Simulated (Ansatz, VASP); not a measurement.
**Two plane-wave programs on Ir**

```
CELL_PARAMETERS angstrom
-3.87002 3.87002 3.87002
3.87002 -3.87002 3.87002
3.87002 3.87002 -3.87002
ATOMIC_POSITIONS crystal
Ir 0.00077 0.00051 0.00006
Ir 0.00101 0.24992 0.75101
Ir 0.00093 0.49921 0.49891
Ir 0.00095 0.74865 0.24961
Ir 0.25018 0.99918 0.74955
Ir 0.25019 0.25000 0.49887
Ir 0.25019 0.74854 0.00037
Ir 0.49963 0.99800 0.49898
Ir 0.49956 0.24982 0.24955
Ir 0.49954 0.49924 0.00041
Ir 0.49951 0.74861 0.74821
Ir 0.75023 0.99921 0.24961
Ir 0.75169 0.24992 0.00039
Ir 0.75019 0.49923 0.74969
Ir 0.74873 0.74845 0.49875
```

Alike in both runs: functional PBE; k mesh 3 × 3 × 3; occupations methfessel-paxton of order 1, width 0.1 eV; no spin polarisation.

Ansatz relaxed the structure, and its values are those at the end. VASP's run is a single point on that final structure, the one shown.

|  | VASP | Ansatz |
| --- | --- | --- |
| version | VASP 6.6.1 | Ansatz 0.2.0 |
| potentials or method | VASP PAW PBE potentials, release 64 (Ir), cutoff 520 eV | plane-wave PAW DFT |
| valence electrons in the cell | 135 | 255 |

|  | VASP | Ansatz | Ansatz less VASP |
| --- | --- | --- | --- |
| rms of the force components (eV/Å) | 0.011 | 0.005 | -0.0059 |

VASP's potentials hold 135 valence electrons a cell and Ansatz's 255, so a difference there can come from the potentials and not from the codes.

The k mesh is coarse, so the values compare programs but aren't converged. Spin-orbit coupling is off throughout.
